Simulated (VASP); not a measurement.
Ta:

```xyz
3
Lattice="4.5327 0.0000 0.0000 -2.2663 3.9254 0.0000 0.0000 0.0000 3.0289" Properties=species:S:1:pos:R:3 pbc="T T T"
Ta    0.0000    2.6169    0.8225
Ta    0.0000    0.0000    1.5145
Ta    2.2663    1.3085    2.2064
```

```yaml
Program: VASP 6.6.1
Task: relaxation of cell and atoms
Functional: PBE
Potentials_or_basis: VASP PAW PBE potentials, release 64 (Ta_pv)
Cutoff: 600 eV
k_mesh: 6 × 6 × 6
Occupations: gaussian, width 0.1 eV
Spin: no spin polarisation
```

At the start: pressure 9.5 GPa; volume 17.96 Å³/atom.

Task: Where does the relaxation end?

Result: Over 14 steps the energy falls by 229.4 meV/atom and the volume is 18.38 Å³/atom (+2.3 %); space group Im-3m (No. 229, to 0.05 Å).

The path:
| step | energy change (eV) | largest force (eV/Å) | pressure (GPa) | volume (Å³) |
| --- | --- | --- | --- | --- |
| 1 | 0.0000 | 1.7994 | 9.48 | 53.89 |
| 2 | -0.0433 | 0.7307 | -18.28 | 62.38 |
| 3 | -0.2965 | 1.1677 | -7.11 | 58.07 |
| 4 | -0.5386 | 0.8603 | 1.39 | 54.82 |
| 5 | -0.5422 | 0.7634 | 3.63 | 54.17 |
| 6 | -0.6083 | 0.2756 | -1.90 | 55.62 |
| 7 | -0.6083 | 0.2700 | -1.97 | 55.64 |
| 8 | -0.6616 | 0.1018 | 1.70 | 54.58 |
| 9 | -0.6677 | 0.0027 | 4.38 | 53.89 |
| 10 | -0.6691 | 0.0347 | 3.52 | 54.10 |
| 11 | -0.6874 | 0.0659 | -0.23 | 55.21 |
| 12 | -0.6880 | 0.0460 | 0.41 | 55.02 |
| 13 | -0.6880 | 0.0499 | 0.33 | 55.04 |
| 14 | -0.6883 | 0.0372 | -0.01 | 55.13 |

Final structure:
```cif
data_structure
_symmetry_space_group_name_H-M 'P 1'
_symmetry_Int_Tables_number 1
_cell_length_a 4.7189
_cell_length_b 4.7189
_cell_length_c 2.8588
_cell_angle_alpha 90.000
_cell_angle_beta 90.000
_cell_angle_gamma 120.000
_cell_volume 55.13
loop_
_atom_site_label
_atom_site_type_symbol
_atom_site_fract_x
_atom_site_fract_y
_atom_site_fract_z
_atom_site_occupancy
Ta1 Ta 0.33333 0.66667 0.16165 1
Ta2 Ta 0.00000 0.00000 0.50000 1
Ta3 Ta 0.66667 0.33333 0.83835 1
```
